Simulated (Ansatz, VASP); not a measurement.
## One calculation of RuSe, two programs

```
Ru Se
1.0
     0.00000    2.81479    2.81479
     2.81479    0.00000    2.81479
     2.81479    2.81479    0.00000
Ru Se
1 1
Direct
  0.00000 0.00000 0.00000
  0.25000 0.25000 0.25000
```

Alike in both runs: task single point; functional PBE; k mesh 10 × 10 × 10; occupations gaussian, width 0.05 eV; no spin polarisation.

```csv
,VASP,Ansatz
version,VASP 6.6.1,Ansatz 0.2.0
potentials or method,"VASP PAW PBE potentials, release 64 (Ru_pv, Se), cutoff 520 eV","scalar-relativistic, plane waves, PAW"
valence electrons in the cell,20,32
```

```tsv
	VASP	Ansatz	Ansatz less VASP
gap on the k mesh at the Fermi level (eV)	none	none	-
pressure (GPa)	-6.7	-6.7	-0.08
```

A gap of «none» marks a metal or a gap that the smearing closes. VASP's potentials hold 20 valence electrons a cell and Ansatz's 32, so a difference there can come from the potentials and not from the codes.
